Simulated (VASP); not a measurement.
# Pb (P6_3/mmc) in VASP: relaxation of shape and atoms at fixed volume with r2SCAN

Aim: the relaxation of shape and atoms at fixed volume of Pb with r2SCAN.

All numbers are computed with VASP 6.6.1; they aren't measurements. Logs are shortened: lines on timing, memory, paths and dates and some standing lists are left out, and cuts for length are marked.

**1. The cell of the first run**

It takes space group P6_3/mmc (No. 194, hexagonal). Conventional cell: a = 3.478 Å, b = 3.478 Å, c = 5.738 Å, α = 90.00°, β = 90.00°, γ = 120.00°. Within 4.6 Å of Pb (site symmetry -6m2) lie 12 Pb at 3.48 to 3.50 Å.

This isn't the form of Pb at room conditions, which is fcc.

**2. Relaxation of shape and atoms at fixed volume, r2SCAN (30.06 Å³/atom)**

File POSCAR:

```
Pb
1.0
    3.4784237633      0.0000000000      0.0000000000
   -1.7392118816      3.0124033441      0.0000000000
    0.0000000000      0.0000000000      5.7384349159
Pb
2
Direct
    0.3333333333      0.6666666667      0.2500000000
    0.6666666667      0.3333333333      0.7500000000
```

File INCAR.step1:

```
SYSTEM = Pb
ALGO     = Normal         ! electronic algorithm
EDIFF    = 1E-4           ! SCF threshold, eV
ENCUT    = 600            ! plane-wave cutoff, eV
GGA      = PE             ! functional
ISMEAR   = 0              ! smearing method
LASPH    = .TRUE.         ! aspherical terms in the spheres
LCHARG   = .FALSE.        ! write CHGCAR
LREAL    = .FALSE.        ! projectors in reciprocal space
LWAVE    = .TRUE.         ! write WAVECAR
NELM     = 100            ! most SCF steps
PREC     = Accurate       ! precision mode
SIGMA    = 0.1            ! smearing width, eV
```

File INCAR.step2:

```
SYSTEM = Pb
ALGO     = Normal         ! electronic algorithm
EDIFF    = 1E-6           ! SCF threshold, eV
EDIFFG   = -0.01          ! ionic threshold
ENCUT    = 600            ! plane-wave cutoff, eV
IBRION   = 2              ! ionic algorithm
ISIF     = 4              ! what is computed and relaxed
ISMEAR   = 0              ! smearing method
ISTART   = 1            
LASPH    = .TRUE.         ! aspherical terms in the spheres
LCHARG   = .FALSE.        ! write CHGCAR
LMIXTAU  = .TRUE.       
LREAL    = .FALSE.        ! projectors in reciprocal space
LWAVE    = .FALSE.        ! write WAVECAR
METAGGA  = R2SCAN         ! meta-GGA
NELM     = 100            ! most SCF steps
NSW      = 50             ! ionic steps
PREC     = Accurate       ! precision mode
SIGMA    = 0.1            ! smearing width, eV
```

File KPOINTS:

```
k-points
0
G
  15 15 8
  0 0 0
```

Potentials or basis: VASP PAW PBE potentials, release 64 (Pb_d).

On the command line:

```
cat potpaw_PBE.64/Pb_d/POTCAR > POTCAR
cp INCAR.step1 INCAR
mpirun -np 1 vasp_std > vasp.out
cp INCAR.step2 INCAR
mpirun -np 1 vasp_std > vasp.out
```

OUTCAR:

```text
SYSTEM = Pb
   EDIFF = 1E-6
   EDIFFG = -0.01
   ENCUT = 600
   IBRION = 2
   ISIF = 4
   ISMEAR = 0
   ISTART = 1
   LASPH = .TRUE.
   LREAL = .FALSE.
   METAGGA = R2SCAN
   NELM = 100
   NSW = 50
   PREC = Accurate

 ion  position               nearest neighbor table
   1  0.333  0.667  0.250-   2 3.50   2 3.50   2 3.50   2 3.50   2 3.50   2 3.50
   2  0.667  0.333  0.750-   1 3.50   1 3.50   1 3.50   1 3.50   1 3.50   1 3.50

  LATTYP: Found a hexagonal cell.
 ALAT       =     3.4784237633
 C/A-ratio  =     1.6497227786

  Lattice vectors:

 A1 = (   3.4784237633,   0.0000000000,   0.0000000000)
 A2 = (  -1.7392118816,   3.0124033441,   0.0000000000)
 A3 = (   0.0000000000,   0.0000000000,   5.7384349159)

Analysis of symmetry for initial positions (statically):
=====================================================================
 Subroutine PRICEL returns:
 Original cell was already a primitive cell.

 Routine SETGRP: Setting up the symmetry group for a
 hexagonal supercell.

 Subroutine GETGRP returns: Found 24 space group operations
 (whereof 12 operations were pure point group operations)
 out of a pool of 24 trial point group operations.

The static configuration has the point symmetry D_3d.
 The point group associated with its full space group is D_6h.

Analysis of symmetry for dynamics (positions and initial velocities):
=====================================================================
 Subroutine PRICEL returns:
 Original cell was already a primitive cell.

 Routine SETGRP: Setting up the symmetry group for a
 hexagonal supercell.

 Subroutine GETGRP returns: Found 24 space group operations
 (whereof 12 operations were pure point group operations)
 out of a pool of 24 trial point group operations.

The dynamic configuration has the point symmetry D_3d.
 The point group associated with its full space group is D_6h.

 Subroutine INISYM returns: Found 24 space group operations
 (whereof 12 operations are pure point group operations),
 and found     1 'primitive' translations

----------------------------------------------------------------------------------------

                                     Primitive cell

  volume of cell :      60.1297

  direct lattice vectors                    reciprocal lattice vectors
     3.478423763  0.000000000  0.000000000     0.287486536  0.165980429  0.000000000
    -1.739211882  3.012403344  0.000000000     0.000000000  0.331960858  0.000000000
     0.000000000  0.000000000  5.738434916     0.000000000  0.000000000  0.174263543

  length of vectors
     3.478423763  3.478423763  5.738434916     0.331960858  0.331960858  0.174263543

  position of ions in fractional coordinates (direct lattice)
     0.333333333  0.666666667  0.250000000
     0.666666667  0.333333333  0.750000000

  ion indices of the primitive-cell ions
   primitive index   ion index
                 1           1
                 2           2

----------------------------------------------------------------------------------------

 KPOINTS: k-points

Automatic generation of k-mesh.
 Grid dimensions read from file:
 generate k-points for:   15   15    8

 Generating k-lattice:

  Cartesian coordinates                     Fractional coordinates (reciprocal lattice)
     0.019165769  0.011065362  0.000000000     0.066666667  0.000000000  0.000000000
     0.000000000  0.022130724  0.000000000     0.000000000  0.066666667  0.000000000
     0.000000000  0.000000000  0.021782943     0.000000000  0.000000000  0.125000000

  Length of vectors
     0.022130724  0.022130724  0.021782943

  Shift w.r.t. Gamma in fractional coordinates (k-lattice)
     0.000000000  0.000000000  0.000000000

 Subroutine IBZKPT returns following result:
 ===========================================

 Found    135 irreducible k-points:

 Following reciprocal coordinates:
            Coordinates               Weight
  0.000000  0.000000  0.000000      1.000000
  0.066667  0.000000  0.000000      6.000000
  0.133333  0.000000  0.000000      6.000000
  0.200000 -0.000000  0.000000      6.000000
  0.266667  0.000000  0.000000      6.000000
  0.333333  0.000000  0.000000      6.000000
[... 16 lines left out ...]
  0.333333  0.200000  0.000000     12.000000
  0.400000  0.200000  0.000000      6.000000
 [... further k-points ...]
   k-points           NKPTS =    135   k-points in BZ     NKDIM =    135   number of bands    NBANDS=     18
   number of dos      NEDOS =    301   number of ions     NIONS =      2
   total plane-waves  NPLWV =  37632
   dimension x,y,z NGX =    28 NGY =   28 NGZ =   48
   dimension x,y,z NGXF=    56 NGYF=   56 NGZF=   96
   ions per type =               2
   NGX,Y,Z   is equivalent  to a cutoff of  13.38, 13.38, 13.91 a.u.
   NGXF,Y,Z  is equivalent  to a cutoff of  26.76, 26.76, 27.81 a.u.
 SYSTEM =  Pb
   PREC   = accura    normal or accurate (medium, high low for compatibility)
   ISTART =      1    job   : 0-new  1-cont  2-samecut
   ICHARG =      0    charge: 1-file 2-atom 10-const
   ISPIN  =      1    spin polarized calculation?
   LNONCOLLINEAR =      F non collinear calculations
   LSORBIT =      F    spin-orbit coupling
   LASPH  =      T    aspherical Exc in radial PAW
   ENCUT  =  600.0 eV  44.10 Ry    6.64 a.u.   6.95  6.95 11.46*2*pi/ulx,y,z
   NELM   =    100;   NELMIN=  2; NELMDL=  0     # of ELM steps
   EDIFF  = 0.1E-05   stopping-criterion for ELM
   LREAL  =      F    real-space projection
   EDIFFG = -.1E-01   stopping-criterion for IOM
   NSW    =     50    number of steps for IOM
   IBRION =      2    ionic relax: 0-MD 1-quasi-New 2-CG
   NFREE  =      1    steps in history (QN), initial steepest desc. (CG)
   ISIF   =      4    stress and relaxation
   ISYM   =      2    0-nonsym 1-usesym 2-fastsym
   POTIM  = 0.5000    time-step for ionic-motion
   TEBEG  =    0.0;   TEEND  =   0.0 temperature during run
   PSTRESS=    0.0 pullay stress
   NELECT =      28.0000    total number of electrons
   NUPDOWN=      -1.0000    fix difference up-down
   EMIN   =  10.00;   EMAX   =-10.00  energy-range for DOS
   EFERMI =   0.00;   METHOD = LEGACY
   ISMEAR =     0;   SIGMA  =   0.10  broadening in eV -4-tet -1-fermi 0-gaus
   EFERMI_NEDOS =   21; number of points for ismear=-14 and -15
   IALGO  =     38    algorithm
   IMIX   =      4    mixing-type and parameters
     AMIX     =   0.40;   BMIX     =  1.00
     AMIX_MAG =   1.60;   BMIX_MAG =  1.00
  volume/ion in A,a.u.               =      30.06       202.89
  Fermi-wavevector in a.u.,A,eV,Ry     =   1.268911  2.397894 21.907217  1.610135
  Thomas-Fermi vector in A             =   2.401980
   LORBIT       =      0    0 simple, 1 ext, 2 COOP (PROOUT), +10 PAW based schemes
   METAGGA = R2SCAN    functional components
   LHFCALC =     F    Hartree Fock is set to
   AEXX    =    0.0000 exact exchange contribution
   IVDW    =     0    specifies the selected vdW correction
   LEPSILON=     F    determine dielectric tensor
   LRPA    =     F    only Hartree local field effects (RPA)
 conjugate gradient relaxation of ions
 non-spin polarized calculation
 Gauss-broadening in eV      SIGMA  =   0.10
  energy-cutoff  :      600.00
  volume of cell :       60.13
 maximum number of plane-waves:      2026
 NGX is ok and might be reduce to    28
   NGX = 13   NGY = 13   NGZ = 23

 number of electron      28.0000004 magnetization

 Free energy of the ion-electron system (eV)
  ---------------------------------------------------
  ext. energy  EPLUGINS =         0.00000000
  ---------------------------------------------------
  free energy    TOTEN  =      -112.53177883 eV

  energy without entropy =     -112.52900655  energy(sigma->0) =     -112.53039269

 E-fermi :   7.2846     XC(G=0): -10.9733

 val. band max:        7.2101165928   @ k =   0.3333   0.0000   0.2500
 cond. band min:       7.3305049611   @ k =   0.4667   0.0667   0.1250
 fundamental gap:      0.1203883683
 Fermi energy:         7.2846435105

 k-point     1 :       0.0000    0.0000    0.0000
  band No.  band energies     occupation
      1     -10.4532      2.00000
      2     -10.4237      2.00000
      3     -10.3978      2.00000
      4     -10.3978      2.00000
      5     -10.3759      2.00000
      6     -10.3759      2.00000
[... 10 lines left out ...]
     17      15.1299      0.00000
     18      15.1299      0.00000

 k-point     2 :       0.0667    0.0000    0.0000
  band No.  band energies     occupation
      1     -10.4491      2.00000
      2     -10.4261      2.00000
      3     -10.3900      2.00000
      4     -10.3860      2.00000
      5     -10.3741      2.00000
      6     -10.3645      2.00000
[... 10 lines left out ...]
     17      15.0128      0.00000
     18      15.2491      0.00000

 k-point     3 :       0.1333    0.0000    0.0000
  band No.  band energies     occupation
      1     -10.4593      2.00000
      2     -10.4140      2.00000
      3     -10.3826      2.00000
      4     -10.3523      2.00000
      5     -10.3519      2.00000
      6     -10.3318      2.00000
[... 10 lines left out ...]
     17      14.7527      0.00000
     18      15.2125      0.00000

 k-point     4 :       0.2000   -0.0000    0.0000
  band No.  band energies     occupation
      1     -10.4863      2.00000
      2     -10.3988      2.00000
      3     -10.3736      2.00000
      4     -10.3581      2.00000
      5     -10.3417      2.00000
      6     -10.3046      2.00000
[... 375 lines left out ...]
      4     -10.3759      2.00000
      5     -10.2948      2.00000
      6     -10.2741      2.00000
[... 10 lines left out ...]
     17      10.3516      0.00000
     18      10.7623      0.00000

 k-point    23 :       0.3333    0.2000    0.0000
  band No.  band energies     occupation
      1     -10.4828      2.00000
      2     -10.4660      2.00000
      3     -10.3716      2.00000
      4     -10.3668      2.00000
      5     -10.2928      2.00000
      6     -10.2811      2.00000
[... 10 lines left out ...]
     17       9.7543      0.00000
     18       9.9730      0.00000

 k-point    24 :       0.4000    0.2000    0.0000
  band No.  band energies     occupation
      1     -10.4899      2.00000
      2     -10.4701      2.00000
      3     -10.3685      2.00000
      4     -10.3567      2.00000
      5     -10.3009      2.00000
      6     -10.2689      2.00000
[... 10 lines left out ...]
     17       9.1933      0.00000
     18       9.8544      0.00000

 [... further k-points ...]

------------------------ aborting loop because EDIFF is reached ----------------------------------------

  FORCE on cell =-STRESS in cart. coord.  units (eV):
  Direction    XX          YY          ZZ          XY          YZ          ZX
  --------------------------------------------------------------------------------------
  -------------------------------------------------------------------------------------
  Total        0.5741009      0.5741009      0.5930720      0.0000000      0.0000000      0.0000000
  in kB       15.2971236     15.2971236     15.8026138      0.0000000      0.0000000      0.0000000
  external PRESSURE =      15.4656203 kB  Pullay stress =       0.0000000 kB

 VOLUME and BASIS-vectors are now :
 -----------------------------------------------------------------------------
  energy-cutoff  :      600.00
  volume of cell :       60.13
      direct lattice vectors                 reciprocal lattice vectors
     3.478423763  0.000000000  0.000000000     0.287486536  0.165980429  0.000000000
    -1.739211882  3.012403344  0.000000000     0.000000000  0.331960858  0.000000000
     0.000000000  0.000000000  5.738434916     0.000000000  0.000000000  0.174263543

 POSITION                                       TOTAL-FORCE (eV/Angst)
 -----------------------------------------------------------------------------------
     -0.00000      2.00827      1.43461        -0.000000     -0.000000      0.000000
      1.73921      1.00413      4.30383         0.000000      0.000000      0.000000
 -----------------------------------------------------------------------------------
    total drift:                                0.000000     -0.000000      0.000000

  FREE ENERGIE OF THE ION-ELECTRON SYSTEM (eV)
  ---------------------------------------------------
  free  energy   TOTEN  =      -112.5317788348 eV

  energy  without entropy=     -112.5290065471  energy(sigma->0) =     -112.53039269

 reached required accuracy - stopping structural energy minimisation
```

It took 16 min on 1 thread of Oxide Virtual Turin-like, shared host; peak memory 0.26 GiB.

What came out:

- Free energy: -112.5318 eV
- Pressure after relaxing: 1.5 GPa
- Band gap on the k mesh: zero (bands 14 and 15 overlap by 8.12 eV)

Final structure:
```
Pb
1.0
     3.47842    0.00000    0.00000
    -1.73921    3.01240    0.00000
     0.00000    0.00000    5.73843
Pb
2
Direct
  0.33333 0.66667 0.25000
  0.66667 0.33333 0.75000
```

Levels at points of the mesh, in eV from the Fermi level:
```
           k point  band 10  band 11  band 12  band 13  band 14  band 15  band 16  band 17  band 18
(0.00, 0.00, 0.00)   -17.42   -12.33    -8.55    -4.41     5.99     5.99     7.77     7.85     7.85
(0.00, 0.00, 0.50)   -17.48   -11.07   -11.07     0.75     0.75     6.87     6.87     6.87     6.87
```

Caveat: the PAW data sets were made with another functional, which shifts forces and pressure a little; spin-orbit coupling is left out, which moves the levels of the heavy elements.

The gap in the log of VASP goes by the Fermi energy; the results here count the filled bands.